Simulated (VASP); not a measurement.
Input of a VASP 6.6.1 run:

The input INCAR:

```
SYSTEM = Zr
PREC = Accurate
ENCUT = 520
EDIFF = 1E-8
ISMEAR = -1
SIGMA = 0.08
LREAL = .False.
LASPH = .True.
NELM = 80
ALGO = Normal
ISIF = 2
LWAVE = .False.
LCHARG = .False.
GGA = PS
LEFG = .True.
NBANDS = 12
```

The input KPOINTS:

```
Automatic mesh
0
Gamma
  14 14 14
  0 0 0
```

Contents of POSCAR:

```
Zr
1.0
   -1.7738000000      1.8100000000      1.8100000000
    1.8100000000     -1.7738000000      1.8100000000
    1.8100000000      1.8100000000     -1.7738000000
Zr
1
Direct
    0.0000000000      0.0000000000      0.0000000000
```

Potentials or basis: VASP PAW PBE potentials, release 64 (Zr_sv).

Run with:

```bash
$ cat potpaw_PBE.64/Zr_sv/POTCAR > POTCAR
$ mpirun -np 1 vasp_std > vasp.out
```

Problem. Estimate the pressure.

Solution. -6.6 GPa.

Problem. Predict the band gap on the k mesh.

Solution. Zero (bands 6 and 7 overlap by 1.59 eV).

Electric field gradients, principal values (V/Å²):
| atom | least | middle | greatest (by size) |
| --- | --- | --- | --- |
| 1 Zr | 10.292 | 10.292 | -20.583 |

Caveat: the cell differs from its parent crystal (equal xy, yz and zx shear strains of +2 %); the cell stands under tension; without QUAD_EFG the Cq values of the log hold for a quadrupole moment of 1 mb, not for the nuclei; the PAW data sets were made with another functional, which shifts forces and pressure a little.
